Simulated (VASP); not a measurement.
# BaTiO3: single point with PBE

Crystal: BaTiO3.

```
CELL_PARAMETERS angstrom
4.00600 0.00000 0.00000
0.00000 4.00600 0.00000
0.00000 0.00000 4.00600
ATOMIC_POSITIONS crystal
Ba 0.50000 0.50000 0.50000
Ti 0.00000 0.00000 0.00000
O 0.00000 0.00000 0.50000
O 0.00000 0.50000 0.00000
O 0.50000 0.00000 0.00000
```

```yaml
Program: VASP 6.6.1
Task: single point
Functional: PBE
Potentials_or_basis: VASP PAW PBE potentials, release 64 (Ba_sv, Ti_sv, O)
Cutoff: 520 eV
k_mesh: 7 × 7 × 7
Occupations: fermi-dirac, width 0.05 eV
Spin: no spin polarisation
```

```
Pressure               : 3.4 GPa
Band gap on the k mesh : 1.80 eV, indirect (least direct gap 1.89 eV)
```

Levels at points of the mesh, in eV from the valence-band top:
| k point | band 17 | band 18 | band 19 | band 20 | band 21 | band 22 | band 23 | band 24 |
| --- | --- | --- | --- | --- | --- | --- | --- | --- |
| (0.00, 0.00, 0.00) | -1.03 | -0.09 | -0.09 | -0.09 | 1.80 | 1.80 | 1.80 | 3.94 |

It took 26 s on 1 thread of Intel(R) Xeon(R) Platinum 8559C (Emerald Rapids), on a shared host, peak memory 0.19 GiB.

Caveat: spin-orbit coupling is left out, which moves the levels of the heavy elements. A k mesh can miss the band edges.
